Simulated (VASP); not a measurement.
Wanted: the native input for a VASP 6.6.1 run.

```
Task                   : relaxation of cell and atoms
Functional             : PBE
Potentials or basis    : VASP PAW PBE potentials, release 64 (Ru_pv)
Cutoff                 : 600 eV
k mesh                 : 17 × 17 × 10
Occupations            : fermi-dirac, width 0.08 eV
Spin                   : no spin polarisation
Target pressure        : 93 GPa
Dipole correction      : no
Further INCAR settings : ALGO = Normal; EDIFF = 1e-07; IBRION = 2; EDIFFG = -0.005; NSW = 60; ISIF = 3
```

The structure of Ru lies in POSCAR:

```
Ru
1.0
    2.5485083512      0.0000000000      0.0000000000
   -1.2742541756      2.2070729739      0.0000000000
    0.0000000000      0.0000000000      4.1285835290
Ru
2
Direct
    0.3333333333      0.6666666667      0.2500000000
    0.6666666667      0.3333333333      0.7500000000
```

One way to write it, as run:

INCAR

```
SYSTEM = Ru
PREC     = Accurate       ! precision mode
ENCUT    = 600            ! plane-wave cutoff, eV
EDIFF    = 1E-7           ! SCF threshold, eV
ISMEAR   = -1             ! smearing method
SIGMA    = 0.08           ! smearing width, eV
LREAL    = .FALSE.        ! projectors in reciprocal space
LASPH    = .TRUE.         ! aspherical terms in the spheres
NELM     = 100            ! most SCF steps
ALGO     = Normal         ! electronic algorithm
ISIF     = 3              ! what is computed and relaxed
LWAVE    = .FALSE.        ! write WAVECAR
LCHARG   = .FALSE.        ! write CHGCAR
GGA      = PE             ! functional
IBRION   = 2              ! ionic algorithm
NSW      = 60             ! ionic steps
EDIFFG   = -0.005         ! ionic threshold
PSTRESS  = 930.0
```

KPOINTS

```
Automatic mesh
0
G
  17 17 10
  0 0 0
```

Potentials or basis: VASP PAW PBE potentials, release 64 (Ru_pv).

Run with:

```sh
$ cat potpaw_PBE.64/Ru_pv/POTCAR > POTCAR
$ mpirun -np 1 vasp_std > vasp.out
```

It gave:

- Relaxed volume: 11.40 Å³/atom
- Relaxed cell: a = 2.549 Å, b = 2.549 Å, c = 4.053 Å, α = 90.00°, β = 90.00°, γ = 120.00°
- Space group after relaxing (to 0.05 Å): P6_3/mmc (No. 194)
- Energy change on relaxing (the enthalpy is what falls): +107.6 meV/atom
- Ionic steps: 11
- Pressure after relaxing: 93.0 GPa
- Band gap on the k mesh: zero (band 14 reaches 18.29 eV, above the bottom of band 15 at 14.20 eV)

Caveat: the cell is relaxed towards a set pressure, so the enthalpy falls and the energy may rise.

Wall time 3.3 min on 1 thread of Intel(R) Xeon(R) 6975P-C (Granite Rapids), on a shared host, peak memory 0.21 GiB.
